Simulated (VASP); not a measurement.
# Zr2NbC3: single point with PBE

The system is Zr2NbC3.

```
Zr Nb C
1.0
     3.38632   -3.62995    0.00000
     3.38632    3.62995    0.00000
     0.00000    0.00000    3.32141
Zr Nb C
2 1 3
Direct
  0.50000 0.00000 0.50000
  0.00000 0.50000 0.50000
  0.00000 0.00000 0.00000
  0.71497 0.28503 0.00000
  0.28503 0.71497 0.00000
  0.50000 0.50000 0.50000
```

The cell was built from a structure type or drawn by symmetry, and may not be a known phase.

```yaml
Program: VASP 6.6.1
Task: single point
Functional: PBE
Potentials_or_basis: VASP PAW PBE potentials, release 64 (Zr_sv, Nb_sv, C)
Cutoff: 520 eV
k_mesh: 4 × 4 × 6
Occupations: gaussian, width 0.1 eV
Spin: no spin polarisation
```

```
Pressure               : 0.1 GPa
Band gap on the k mesh : zero (an odd number of electrons rules out a gap without spin polarisation)
```

Stress tensor (GPa, compression positive):
```
 0.35  0.00  0.00
 0.00 -0.15  0.00
 0.00  0.00  0.00
```

Levels at points of the mesh, in eV from the Fermi level:
```tsv
k point	band 23	band 24	band 25	band 26	band 27	band 28
(0.00, 0.00, 0.00)	-0.68	-0.21	0.55	0.89	1.41	2.61
(0.50, 0.00, 0.00)	-0.38	0.02	0.04	0.41	1.41	1.65
(0.50, 0.50, 0.00)	-0.99	-0.95	0.19	0.44	0.78	1.43
(0.00, 0.00, 0.50)	-1.08	-0.62	-0.38	0.44	0.54	3.13
(0.50, 0.00, 0.50)	-1.72	-1.06	-0.54	1.49	1.81	2.17
(0.50, 0.50, 0.50)	-0.69	-0.60	-0.58	0.65	2.61	3.05
```

Wall time 2.7 min on 1 thread of Intel Xeon 8259CL (shared host), peak memory 0.24 GiB.
